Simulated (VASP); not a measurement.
Al: single point with PBE+D3(BJ)

The system is Al.

```
Al
1.0
     0.00000   -1.99136   -1.99136
    -1.99136    0.00000   -1.99136
     1.99136    1.99136   -3.98273
Al
2
Direct
  0.52306 0.52306 0.50000
  0.97694 0.97694 0.00000
```

This cell differs from its parent crystal: atoms displaced along a vibrational mode.

```yaml
Program: VASP 6.6.1
Task: single point
Functional: PBE
Dispersion: D3(BJ)
Potentials_or_basis: VASP PAW PBE potentials, release 64 (Al)
Cutoff: 520 eV
k_mesh: 24 × 24 × 24
Occupations: gaussian, width 0.15 eV
Spin: no spin polarisation
Dipole_correction: no
Further_INCAR_settings: ALGO = Fast; EDIFF = 1e-06; NBANDS = 10
```

The pressure is 0.5 GPa, the largest force is 0.250 eV/Å and the band gap on the k mesh is zero (bands 3 and 4 overlap by 6.04 eV). The dispersion energy per atom is -0.352 eV.

Forces in eV/Å, atoms in the order of the input:
```
Al   0.114  0.114  0.191
Al  -0.114 -0.114 -0.191
```

Stress tensor (GPa, compression positive):
```
 0.81  0.84 -0.26
 0.84  0.81 -0.26
-0.26 -0.26 -0.19
```

Levels at points of the mesh, in eV from the Fermi level:
```csv
k point,band 1,band 2,band 3,band 4,band 5,band 6,band 7
"(0.00, 0.00, 0.00)",-11.45,-4.79,-4.45,11.65,11.71,11.71,11.85
"(0.50, 0.00, 0.00)",-5.20,-5.18,-0.92,-0.65,3.63,3.84,7.33
"(0.50, 0.50, 0.50)",-5.21,-5.17,-1.06,-0.51,3.53,3.96,7.25
"(0.50, 0.50, 0.00)",-4.78,-4.46,-3.02,-1.66,5.24,5.79,5.83
"(0.00, 0.50, 0.50)",-4.78,-4.45,-3.04,-1.63,5.27,5.76,5.83
"(0.00, 0.00, 0.50)",-9.71,-9.71,3.50,3.51,11.17,11.26,11.27
```

Wall time 8.2 min on 1 thread of AMD EPYC 9R45 96-Core Processor (Zen 5), with other jobs on the host, peak memory 0.92 GiB.

Caveat: the cell differs from its parent crystal (atoms displaced along a vibrational mode).
